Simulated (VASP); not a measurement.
# Si2Mo: single point with PBE

Crystal: Si2Mo.

```
Si Mo
1.0
    -1.57235    1.61165    3.93050
     1.61165   -1.57235    3.93050
     1.58835    1.58835   -3.91450
Si Mo
2 1
Direct
  0.33300 0.33300 0.00000
  0.66700 0.66700 0.00000
  0.00000 0.00000 0.00000
```

This cell differs from its parent crystal: equal xy, yz and zx shear strains of +1 %.

```
Program             : VASP 6.6.1
Task                : single point
Functional          : PBE
Potentials or basis : VASP PAW PBE potentials, release 64 (Si, Mo_sv)
Cutoff              : 520 eV
k mesh              : 12 × 12 × 16
Occupations         : fermi-dirac, width 0.03 eV
Spin                : no spin polarisation
```

The pressure is 2.5 GPa and the largest force is 0.276 eV/Å. The band gap on the k mesh is zero (bands 11 and 12 overlap by 0.99 eV).

Forces in eV/Å, atoms in the order of the input:
```
Si   0.010  0.010  0.275
Si  -0.010 -0.010 -0.275
Mo   0.000  0.000  0.000
```

Stress tensor (GPa, compression positive):
```
 2.88 -1.91 -1.99
-1.91  2.88 -1.99
-1.99 -1.99  1.63
```

Levels at points of the mesh, in eV from the Fermi level:
```
           k point  band 9  band 10  band 11  band 12  band 13  band 14
(0.00, 0.00, 0.00)   -2.73    -2.61     0.39     3.04     3.08     3.62
(0.50, 0.00, 0.00)   -2.69    -2.51    -0.55     2.26     2.95     4.05
(0.50, 0.50, 0.00)   -4.47    -3.09    -1.21     2.30     2.67     3.04
(0.00, 0.00, 0.50)   -4.57    -3.07    -1.09     2.30     2.70     2.92
(0.50, 0.00, 0.50)   -2.59    -2.52    -0.53     2.23     3.03     3.97
(0.50, 0.50, 0.50)   -0.66    -0.59    -0.56    -0.50     0.53     4.60
```

It took 15 min on 1 thread of Oxide Virtual Turin-like Processor, on a shared host, peak memory 0.51 GiB.

Caveat: the cell differs from its parent crystal (equal xy, yz and zx shear strains of +1 %).
